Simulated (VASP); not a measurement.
Al, 1 atom in the cell. The structure is cubic, space group Fm-3m (No. 225). The conventional cell has a = 4.022 Å, b = 4.022 Å, c = 4.022 Å, α = 90.00°, β = 90.00°, γ = 90.00°. Within 3.7 Å of Al (site symmetry m-3m) lie 12 Al at 2.84 Å. 

```yaml
Program: VASP 6.6.1
Task: single point
Functional: PBEsol
Dispersion: D4
Potentials_or_basis: VASP PAW PBE potentials, release 64 (Al)
Cutoff: 520 eV
k_mesh: 8 × 8 × 8
Occupations: fermi-dirac, width 0.1 eV
Spin: non-collinear spin, typed start, spin-orbit coupling
Starting_moments: "[[-0.255, -0.135, 0.456]] μB"
Dipole_correction: no
Further_INCAR_settings: ALGO = Fast; EDIFF = 1e-06; NBANDS = 14
```

Potentials or basis: VASP PAW PBE potentials, release 64 (Al).

Run with:

```sh
$ cat potpaw_PBE.64/Al/POTCAR > POTCAR
$ mpirun -np 1 vasp_ncl > vasp.out
```

Hardware: 1 thread of Intel Xeon 8259CL, on a shared host.

Problem. How long does it take, and how much memory?

Solution. It took 3.1 min on 1 thread of Intel Xeon 8259CL, on a shared host, peak memory 0.24 GiB. Counts: scf iterations 12, k points 260.
